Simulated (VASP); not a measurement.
# Si: single point with LDA

Si:

```
Si
1.0
    -2.30023    2.30023    1.34920
     2.30023   -2.30023    1.34920
     2.30023    2.30023   -1.34920
Si
2
Direct
  0.25000 0.75000 0.50000
  0.50000 0.50000 0.00000
```

This cell differs from its parent crystal: strain -0.030 along x and y, +0.015 along z.

```yaml
Program: VASP 6.6.1
Task: single point
Functional: LDA
Potentials_or_basis: VASP PAW LDA potentials, release 64 (Si)
Cutoff: 520 eV
k_mesh: 20 × 20 × 20
Occupations: gaussian, width 0.15 eV
Spin: no spin polarisation
```

The pressure is 6.2 GPa and the band gap on the k mesh is zero (bands 4 and 5 overlap by 7.39 eV).

Stress tensor (GPa, compression positive):
```
8.77 0.00 0.00
0.00 8.77 0.00
0.00 0.00 0.96
```

Levels at points of the mesh, in eV from the Fermi level:
| k point | band 2 | band 3 | band 4 | band 5 | band 6 | band 7 |
| --- | --- | --- | --- | --- | --- | --- |
| (0.00, 0.00, 0.00) | -2.27 | -2.27 | -0.93 | 1.55 | 7.23 | 8.50 |
| (0.50, 0.00, 0.00) | -7.30 | -2.16 | -2.03 | -1.43 | 0.84 | 4.88 |
| (0.50, 0.50, 0.00) | -10.92 | 0.67 | 0.67 | 3.36 | 3.36 | 7.44 |
| (0.50, 0.50, 0.50) | -8.12 | -7.07 | -7.07 | 4.58 | 4.58 | 14.10 |

Wall time 2.3 min on 1 thread of Intel(R) Xeon(R) 6975P-C (Granite Rapids), with other jobs on the host, peak memory 0.26 GiB.

Caveat: the cell differs from its parent crystal (strain -0.030 along x and y, +0.015 along z); the cell stands under pressure.
